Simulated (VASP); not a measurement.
Here is a VASP 6.6.1 calculation.

INCAR

```
SYSTEM = Sr3Zn
  ALGO = Normal
  EDIFF = 1E-6
  ENCUT = 520
  GGA = PE
  ISIF = 2
  ISMEAR = -1
  LASPH = .TRUE.
  LCHARG = .FALSE.
  LREAL = .FALSE.
  LWAVE = .FALSE.
  NBANDS = 29
  NELM = 80
  PREC = Accurate
  SIGMA = 0.05
```

KPOINTS

```
k-points
0
G
  4 4 4
  0 0 0
```

Contents of POSCAR:

```
Sr3Zn
1.0
    5.4799420000      0.0000000000      0.0000000000
    0.0000000000      5.4799420000      0.0000000000
    0.0000000000      0.0000000000      5.4799420000
Sr Zn
3 1
Direct
    0.5000000000      0.0000000000      0.5000000000
    0.5000000000      0.5000000000      0.0000000000
    0.0000000000      0.5000000000      0.5000000000
    0.0000000000      0.0000000000      0.0000000000
```

Potentials or basis: VASP PAW PBE potentials, release 64 (Sr_sv, Zn).

The run is started by

```bash
$ cat potpaw_PBE.64/Sr_sv/POTCAR potpaw_PBE.64/Zn/POTCAR > POTCAR
$ mpirun -np 1 vasp_std > vasp.out
```

(1) Predict the pressure.

(2) Predict the band gap on the k mesh.

## Answers

(1) 0.0 GPa.

(2) zero (band 21 reaches 2.30 eV, above the bottom of band 22 at 1.78 eV).
